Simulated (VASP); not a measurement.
# Ni (Pm-3m) in VASP: notebook

Aim: see how the results for Ni move with the level of theory and the settings. Levels: PBE, r2SCAN+D4. Tasks: single point.

All numbers are computed with VASP 6.6.1; they aren't measurements. Logs are shortened: lines on timing, memory, paths and dates and some standing lists are left out, and cuts for length are marked.

### Step 1. The cell of the first run

It takes space group Pm-3m (No. 221, cubic). Conventional cell: a = 2.119 Å, b = 2.119 Å, c = 2.119 Å, α = 90.00°, β = 90.00°, γ = 90.00°. Ni (site symmetry m-3m) has 6 Ni at 2.12 Å within 2.8 Å.

This isn't the form of Ni at room conditions, which is fcc.

### Step 2. Single point, PBE, collinear spin, ferromagnetic start (9.51 Å³/atom)

File INCAR:

```
PREC = Accurate ; ENCUT = 520
EDIFF = 1E-6 ; ISMEAR = -1
SIGMA = 0.1 ; LREAL = F
LASPH = T ; NELM = 150
ALGO = Normal ; ISIF = 2
LWAVE = F ; LCHARG = T
ISPIN = 2 ; MAGMOM = 1
LORBIT = 11 ; LMAXMIX = 4
GGA = PE ; LELF = T
LVHAR = T ; NBANDS = 15
```

File KPOINTS:

```
regular mesh
0
Gamma
  18 18 18
```

File POSCAR:

```
Ni
1.0
    2.1187657556      0.0000000000      0.0000000000
    0.0000000000      2.1187657556      0.0000000000
    0.0000000000      0.0000000000      2.1187657556
Ni
1
Direct
    0.0000000000      0.0000000000      0.0000000000
```

Potentials or basis: VASP PAW PBE potentials, release 64 (Ni).

On the command line:

```bash
> cat potpaw_PBE.64/Ni/POTCAR > POTCAR
> mpirun -np 1 vasp_std > vasp.out
```

OUTCAR:

```text
PREC = Accurate
   ENCUT = 520
   EDIFF = 1E-6
   ISMEAR = -1
   LREAL = F
   LASPH = T
   NELM = 150
   ISIF = 2
   ISPIN = 2
   LORBIT = 11
   GGA = PE

 ion  position               nearest neighbor table
   1  0.000  0.000  0.000-

  LATTYP: Found a simple cubic cell.
 ALAT       =     2.1187657556

  Lattice vectors:

 A1 = (   2.1187657556,   0.0000000000,   0.0000000000)
 A2 = (   0.0000000000,   2.1187657556,   0.0000000000)
 A3 = (   0.0000000000,   0.0000000000,   2.1187657556)

Analysis of symmetry for initial positions (statically):
=====================================================================
 Subroutine PRICEL returns:
 Original cell was already a primitive cell.

 Routine SETGRP: Setting up the symmetry group for a
 simple cubic supercell.

 Subroutine GETGRP returns: Found 48 space group operations
 (whereof 48 operations were pure point group operations)
 out of a pool of 48 trial point group operations.

The static configuration has the point symmetry O_h .

Analysis of symmetry for dynamics (positions and initial velocities):
=====================================================================
 Subroutine PRICEL returns:
 Original cell was already a primitive cell.

 Routine SETGRP: Setting up the symmetry group for a
 simple cubic supercell.

 Subroutine GETGRP returns: Found 48 space group operations
 (whereof 48 operations were pure point group operations)
 out of a pool of 48 trial point group operations.

The dynamic configuration has the point symmetry O_h .

Analysis of structural, dynamic, and magnetic symmetry:
=====================================================================
 Subroutine PRICEL returns:
 Original cell was already a primitive cell.

 Routine SETGRP: Setting up the symmetry group for a
 simple cubic supercell.

 Subroutine GETGRP returns: Found 48 space group operations
 (whereof 48 operations were pure point group operations)
 out of a pool of 48 trial point group operations.

The overall configuration has the point symmetry O_h .

 Subroutine INISYM returns: Found 48 space group operations
 (whereof 48 operations are pure point group operations),
 and found     1 'primitive' translations

----------------------------------------------------------------------------------------

                                     Primitive cell

  volume of cell :       9.5115

  direct lattice vectors                    reciprocal lattice vectors
     2.118765756  0.000000000  0.000000000     0.471972891  0.000000000  0.000000000
     0.000000000  2.118765756  0.000000000     0.000000000  0.471972891  0.000000000
     0.000000000  0.000000000  2.118765756     0.000000000  0.000000000  0.471972891

  length of vectors
     2.118765756  2.118765756  2.118765756     0.471972891  0.471972891  0.471972891

  position of ions in fractional coordinates (direct lattice)
     0.000000000  0.000000000  0.000000000

  ion indices of the primitive-cell ions
   primitive index   ion index
                 1           1

----------------------------------------------------------------------------------------

 KPOINTS: regular mesh

Automatic generation of k-mesh.
 Grid dimensions read from file:
 generate k-points for:   18   18   18

 Generating k-lattice:

  Cartesian coordinates                     Fractional coordinates (reciprocal lattice)
     0.026220716  0.000000000  0.000000000     0.055555556  0.000000000  0.000000000
     0.000000000  0.026220716  0.000000000     0.000000000  0.055555556  0.000000000
     0.000000000  0.000000000  0.026220716     0.000000000  0.000000000  0.055555556

  Length of vectors
     0.026220716  0.026220716  0.026220716

  Shift w.r.t. Gamma in fractional coordinates (k-lattice)
     0.000000000  0.000000000  0.000000000

 Subroutine IBZKPT returns following result:
 ===========================================

 Found    220 irreducible k-points:

 Following reciprocal coordinates:
            Coordinates               Weight
  0.000000  0.000000  0.000000      1.000000
  0.055556  0.000000  0.000000      6.000000
  0.111111  0.000000  0.000000      6.000000
  0.166667  0.000000  0.000000      6.000000
  0.222222  0.000000  0.000000      6.000000
  0.277778  0.000000  0.000000      6.000000
[... 16 lines left out ...]
  0.277778  0.111111  0.000000     24.000000
  0.333333  0.111111  0.000000     24.000000
 [... further k-points ...]
   k-points           NKPTS =    220   k-points in BZ     NKDIM =    220   number of bands    NBANDS=     15
   number of dos      NEDOS =    301   number of ions     NIONS =      1
   total plane-waves  NPLWV =   4096
   dimension x,y,z NGX =    16 NGY =   16 NGZ =   16
   dimension x,y,z NGXF=    32 NGYF=   32 NGZF=   32
   ions per type =               1
   NGX,Y,Z   is equivalent  to a cutoff of  12.55, 12.55, 12.55 a.u.
   NGXF,Y,Z  is equivalent  to a cutoff of  25.11, 25.11, 25.11 a.u.
 SYSTEM =  unknown system
   PREC   = accura    normal or accurate (medium, high low for compatibility)
   ISTART =      0    job   : 0-new  1-cont  2-samecut
   ICHARG =      2    charge: 1-file 2-atom 10-const
   ISPIN  =      2    spin polarized calculation?
   LNONCOLLINEAR =      F non collinear calculations
   LSORBIT =      F    spin-orbit coupling
   LASPH  =      T    aspherical Exc in radial PAW
   ENCUT  =  520.0 eV  38.22 Ry    6.18 a.u.   3.94  3.94  3.94*2*pi/ulx,y,z
   NELM   =    150;   NELMIN=  2; NELMDL= -5     # of ELM steps
   EDIFF  = 0.1E-05   stopping-criterion for ELM
   LREAL  =      F    real-space projection
   EDIFFG = 0.1E-04   stopping-criterion for IOM
   NSW    =      0    number of steps for IOM
   IBRION =     -1    ionic relax: 0-MD 1-quasi-New 2-CG
   NFREE  =      0    steps in history (QN), initial steepest desc. (CG)
   ISIF   =      2    stress and relaxation
   ISYM   =      2    0-nonsym 1-usesym 2-fastsym
   POTIM  = 0.5000    time-step for ionic-motion
   TEBEG  =    0.0;   TEEND  =   0.0 temperature during run
   PSTRESS=    0.0 pullay stress
   NELECT =      10.0000    total number of electrons
   NUPDOWN=      -1.0000    fix difference up-down
   EMIN   =  10.00;   EMAX   =-10.00  energy-range for DOS
   EFERMI =   0.00;   METHOD = LEGACY
   ISMEAR =    -1;   SIGMA  =   0.10  broadening in eV -4-tet -1-fermi 0-gaus
   EFERMI_NEDOS =   21; number of points for ismear=-14 and -15
   IALGO  =     38    algorithm
   IMIX   =      4    mixing-type and parameters
     AMIX     =   0.40;   BMIX     =  1.00
     AMIX_MAG =   1.60;   BMIX_MAG =  1.00
  volume/ion in A,a.u.               =       9.51        64.19
  Fermi-wavevector in a.u.,A,eV,Ry     =   1.664659  3.145749 37.702952  2.771089
  Thomas-Fermi vector in A             =   2.751164
   LORBIT       =     11    0 simple, 1 ext, 2 COOP (PROOUT), +10 PAW based schemes
   GGA     = PE    functional components
   LHFCALC =     F    Hartree Fock is set to
   AEXX    =    0.0000 exact exchange contribution
   IVDW    =     0    specifies the selected vdW correction
   LEPSILON=     F    determine dielectric tensor
   LRPA    =     F    only Hartree local field effects (RPA)
 spin polarized calculation
  energy-cutoff  :      520.00
  volume of cell :        9.51
 maximum number of plane-waves:       280
 NGX is ok and might be reduce to    16
   NGX =  7   NGY =  7   NGZ =  7

 number of electron      10.0000000 magnetization       1.0000000

 number of electron       9.9999978 magnetization       0.0263602

 Free energy of the ion-electron system (eV)
  ---------------------------------------------------
  ext. energy  EPLUGINS =         0.00000000
  ---------------------------------------------------
  free energy    TOTEN  =        -4.22169709 eV

  energy without entropy =       -4.16573090  energy(sigma->0) =       -4.19371399

 E-fermi :  11.5248     XC(G=0): -13.9580

 val. band max:       11.5237522225   @ k =   0.3333   0.1111   0.0556
 cond. band min:      11.5280402694   @ k =   0.3889   0.1111   0.1111
 fundamental gap:      0.0042880468
 Fermi energy:        11.5247511474

 spin component 1

 k-point     1 :       0.0000    0.0000    0.0000
  band No.  band energies     occupation
      1       1.6060      1.00000
      2       6.6597      1.00000
      3       6.6597      1.00000
      4      11.6164      0.28558
      5      11.6164      0.28558
      6      11.6164      0.28558
      7      34.5983      0.00000
      8      34.5983      0.00000
      9      34.5983      0.00000
     10      39.2627      0.00000
     11      39.2627      0.00000
     12      44.6452      0.00000
     13      58.1745      0.00000
     14      59.2888      0.00000
     15      59.2888      0.00000
[... 397 lines left out ...]
 k-point    24 :       0.3333    0.1111    0.0000
  band No.  band energies     occupation
      1       5.3251      1.00000
      2       7.3511      1.00000
      3       8.4262      1.00000
      4      10.4034      0.99999
      5      10.5001      0.99996
      6      11.5392      0.46382
      7      20.9086      0.00000
      8      34.2573      0.00000
      9      40.2283      0.00000
     10      40.5946      0.00000
     11      44.0821      0.00000
     12      49.1037      0.00000
     13      51.7753      0.00000
     14      52.2843      0.00000
     15      57.4169      0.00000

 [... further k-points ...]

 spin component 2

 k-point     1 :       0.0000    0.0000    0.0000
  band No.  band energies     occupation
      1       1.6081      1.00000
      2       6.6768      1.00000
      3       6.6768      1.00000
      4      11.6523      0.21837
      5      11.6523      0.21837
      6      11.6523      0.21837
      7      34.6038      0.00000
      8      34.6038      0.00000
      9      34.6038      0.00000
     10      39.2666      0.00000
     11      39.2666      0.00000
     12      44.6471      0.00000
     13      58.2344      0.00000
     14      59.2922      0.00000
     15      59.2922      0.00000
[... 397 lines left out ...]
 k-point    24 :       0.3333    0.1111    0.0000
  band No.  band energies     occupation
      1       5.3302      1.00000
      2       7.3690      1.00000
      3       8.4424      1.00000
      4      10.4370      0.99998
      5      10.5294      0.99995
      6      11.5749      0.37716
      7      20.9179      0.00000
      8      34.2624      0.00000
      9      40.2354      0.00000
     10      40.5950      0.00000
     11      44.0868      0.00000
     12      49.1080      0.00000
     13      51.7816      0.00000
     14      52.2896      0.00000
     15      57.4677      0.00000

 [... further k-points ...]

------------------------ aborting loop because EDIFF is reached ----------------------------------------

  FORCE on cell =-STRESS in cart. coord.  units (eV):
  Direction    XX          YY          ZZ          XY          YZ          ZX
  --------------------------------------------------------------------------------------
  -------------------------------------------------------------------------------------
  Total        4.6663317      4.6663317      4.6663317     -0.0000000      0.0000000      0.0000000
  in kB      786.0267995    786.0267995    786.0267995     -0.0000000      0.0000000      0.0000000
  external PRESSURE =     786.0267995 kB  Pullay stress =       0.0000000 kB

 VOLUME and BASIS-vectors are now :
 -----------------------------------------------------------------------------
  energy-cutoff  :      520.00
  volume of cell :        9.51
      direct lattice vectors                 reciprocal lattice vectors
     2.118765756  0.000000000  0.000000000     0.471972891  0.000000000  0.000000000
     0.000000000  2.118765756  0.000000000     0.000000000  0.471972891  0.000000000
     0.000000000  0.000000000  2.118765756     0.000000000  0.000000000  0.471972891

 POSITION                                       TOTAL-FORCE (eV/Angst)
 -----------------------------------------------------------------------------------
      0.00000      0.00000      0.00000         0.000000      0.000000      0.000000
 -----------------------------------------------------------------------------------
    total drift:                               -0.000000      0.000000      0.000000

  FREE ENERGIE OF THE ION-ELECTRON SYSTEM (eV)
  ---------------------------------------------------
  free  energy   TOTEN  =        -4.2216970851 eV

  energy  without entropy=       -4.1657308954  energy(sigma->0) =       -4.19371399

 total charge

# of ion       s       p       d       tot
------------------------------------------
    1        0.633   0.617   8.544   9.794

 magnetization (x)

# of ion       s       p       d       tot
------------------------------------------
    1        0.000   0.000   0.026   0.026
```

Run time: 20 s. Hardware: 1 thread of Intel Xeon 6975P-C (Granite Rapids), shared host; peak memory 0.16 GiB.

Results:

| Item | Value |
| --- | --- |
| Free energy | -4.2217 eV |
| Pressure | 78.6 GPa |
| Band gap on the k mesh | zero (filled and empty bands overlap) |
| Net moment | 0.03 μB per cell |
| Site moments | Ni +0.03 μB |
| Valence electrons inside the program's atomic spheres | Ni 9.79 |

Caveat: the cell stands under pressure.

### Step 3. Single point, PBE, collinear spin, ferromagnetic start (10.78 Å³/atom)

This run uses another cell than the first one, of 10.78 Å³/atom.

File INCAR:

```
PREC     = Accurate       # precision mode
ENCUT    = 520            # plane-wave cutoff, eV
EDIFF    = 1E-7           # SCF threshold, eV
ISMEAR   = -1             # smearing method
SIGMA    = 0.1            # smearing width, eV
LREAL    = F              # projectors in reciprocal space
LASPH    = T              # aspherical terms in the spheres
NELM     = 150            # most SCF steps
ALGO     = Normal         # electronic algorithm
ISIF     = 2              # what is computed and relaxed
LWAVE    = F              # write WAVECAR
LCHARG   = T              # write CHGCAR
ISPIN    = 2              # spin polarisation
MAGMOM   = 1              # initial moments
LORBIT   = 11             # projections on sites
LMAXMIX  = 4              # l up to which the mixer works
GGA      = PE             # functional
LELF     = T              # ELF
LVHAR    = T            
NBANDS   = 15             # bands
```

KPOINTS is that of step 2.

File POSCAR:

```
Ni
1.0
    2.2090328074      0.0000000000      0.0000000000
    0.0000000000      2.2090328074      0.0000000000
    0.0000000000      0.0000000000      2.2090328074
Ni
1
Direct
    0.0000000000      0.0000000000      0.0000000000
```

Potentials or basis: VASP PAW PBE potentials, release 64 (Ni).

On the command line:

```bash
> cat potpaw_PBE.64/Ni/POTCAR > POTCAR
> mpirun -np 1 vasp_std > vasp.out
```

Run time: 16 s. Hardware: 1 thread of Intel Xeon 6975P-C (Granite Rapids), shared host; peak memory 0.16 GiB.

Results (log left out):

```yaml
Free_energy: -4.6439 eV
Pressure: 32.7 GPa
Net_moment: 0.34 μB per cell
Site_moments: Ni +0.34 μB
Valence_electrons_inside_the_program's_atomic_spheres: Ni 9.52
```

Levels at points of the mesh, in eV from the Fermi level:
Spin up:
| k point | band 2 | band 3 | band 4 | band 5 | band 6 | band 7 | band 8 | band 9 |
| --- | --- | --- | --- | --- | --- | --- | --- | --- |
| (0.00, 0.00, 0.00) | -4.23 | -4.23 | -0.18 | -0.18 | -0.18 | 21.38 | 21.38 | 21.38 |
| (0.50, 0.00, 0.00) | -3.69 | -1.50 | -1.50 | -1.50 | -0.06 | 4.55 | 26.00 | 29.06 |
| (0.50, 0.50, 0.00) | -3.21 | -1.23 | -1.23 | 0.77 | 5.65 | 5.65 | 12.28 | 13.45 |
| (0.50, 0.50, 0.50) | -3.90 | -3.90 | 0.84 | 0.84 | 13.34 | 13.34 | 13.34 | 14.26 |
Spin down:
```tsv
k point	band 2	band 3	band 4	band 5	band 6	band 7	band 8	band 9
(0.00, 0.00, 0.00)	-3.99	-3.99	0.26	0.26	0.26	21.44	21.44	21.44
(0.50, 0.00, 0.00)	-3.44	-1.49	-1.09	-1.09	0.38	4.76	25.97	29.05
(0.50, 0.50, 0.00)	-2.97	-0.81	-0.81	1.09	5.69	5.69	12.42	13.61
(0.50, 0.50, 0.50)	-3.57	-3.57	1.16	1.16	13.40	13.40	13.40	14.21
```

Caveat: the cell stands under pressure.

[end of part 1 of 2]
